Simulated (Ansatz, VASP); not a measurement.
Two plane-wave programs on BiBTe3

File INCAR:

```
PREC = Accurate
ENCUT = 600
EDIFF = 1E-6
ISMEAR = 0
SIGMA = 0.1
LREAL = False
LASPH = True
NELM = 60
ALGO = Normal
ISIF = 3
LWAVE = False
LCHARG = False
GGA = PE
IBRION = 2
NSW = 90
EDIFFG = -0.04
```

The input KPOINTS:

```
Automatic mesh
0
Gamma
  6 6 2
```

Contents of POSCAR:

```
BiBTe3
1.0
    3.4446632071      0.0000000000      0.0000000000
    0.0000000000      3.4446632071      0.0000000000
    0.0000000000      0.0000000000     12.5692317909
B Bi Te
1 1 3
Direct
    0.5000000000      0.5000000000      0.5000000000
    0.0000000000      0.0000000000      0.5000000000
    0.0000000000      0.0000000000      0.7566892889
    0.0000000000      0.0000000000      0.2433107111
    0.0000000000      0.0000000000      0.0000000000
```

Input for Ansatz:

```yaml
crystal:
  lattice:
    - [3.4446632071, 0.0, 0.0]
    - [0.0, 3.4446632071, 0.0]
    - [0.0, 0.0, 12.5692317909]
  atoms:
    - { symbol: B, position: [0.5, 0.5, 0.5] }
    - { symbol: Bi, position: [0.0, 0.0, 0.5] }
    - { symbol: Te, position: [0.0, 0.0, 0.7566892889] }
    - { symbol: Te, position: [0.0, 0.0, 0.2433107111] }
    - { symbol: Te, position: [0.0, 0.0, 0.0] }
basis:
  ecutwfc: 420
kpoints:
  mp_grid: { grid: [6, 6, 2] }
hamiltonian:
  xc: pbe
scf:
  occupations: { method: gaussian, width: 0.1 }
  lower_state_search: "off"
output:
  forces: true
  stress: true
  eigenvalues: true
relax:
  adjacent_minimum: "off"
  f_tol: 0.04
  max_steps: 70
  cell: { stress_tol: 0.4 }
```

Alike in both runs: task relaxation of cell and atoms; functional PBE; k mesh 6 × 6 × 2; occupations gaussian, width 0.1 eV; no spin polarisation.

|  | VASP | Ansatz |
| --- | --- | --- |
| version | VASP 6.6.1 | Ansatz 0.2.0 |
| potentials or method | VASP PAW PBE potentials, release 64 (B, Bi_d, Te), cutoff 600 eV | scalar-relativistic, plane waves, PAW |
| valence electrons in the cell | 36 | 66 |

|  | VASP | Ansatz | Ansatz less VASP |
| --- | --- | --- | --- |
| gap on the k mesh at the Fermi level, each at its own relaxed structure (eV) | none | none | - |
| relaxed volume (Å³/atom) | 30.32 | 30.34 | +0.015 |
| relaxed cell length with the largest relative difference (Å) | 12.598 | 12.591 | -0.0065 |

A gap of «none» marks a metal or a gap that the smearing closes. VASP's potentials hold 36 valence electrons a cell and Ansatz's 66, so a difference there can come from the potentials and not from the codes.

Neither program's run includes spin-orbit coupling.
